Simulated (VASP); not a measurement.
BaS:

```xyz
2
Lattice="3.8338 0.0000 0.0000 0.0000 3.8338 0.0000 0.0000 0.0000 3.8338" Properties=species:S:1:pos:R:3 pbc="T T T"
Ba    0.0000    0.0000    0.0000
S     1.9169    1.9169    1.9169
```

Base run:

* Program: VASP 6.6.1
* Functional: HSE06
* Potentials or basis: VASP PAW PBE potentials, release 64 (Ba_sv, S)
* Cutoff: 520 eV
* k mesh: 4 × 4 × 4
* Occupations: gaussian, width 0.01 eV
* Spin: no spin polarisation

Its results: band gap on the k mesh 2.34 eV, indirect (least direct gap 2.46 eV); pressure 0.5 GPa.

After a change of settings the same cell gave: band gap on the k mesh 1.22 eV, indirect (least direct gap 1.33 eV); pressure -2.8 GPa. Which change was it?
A. functional from HSE06 to PBE; further incar settings from ALGO = Normal; EDIFF = 1e-07; NBANDS = 15 to ALGO = Normal; EDIFF = 1e-06; NBANDS = 15
B. functional from HSE06 to r2SCAN; further incar settings from ALGO = Normal; EDIFF = 1e-07; NBANDS = 15 to ALGO = Normal; EDIFF = 1e-06; NBANDS = 15
C. functional from HSE06 to LDA; potentials or basis from VASP PAW PBE potentials, release 64 (Ba_sv, S) to VASP PAW LDA potentials, release 64 (Ba_sv, S)

C.

Caveats: spin-orbit coupling is left out, which moves the levels of the heavy elements; the PAW data sets were made with another functional, which shifts forces and pressure a little (some runs).
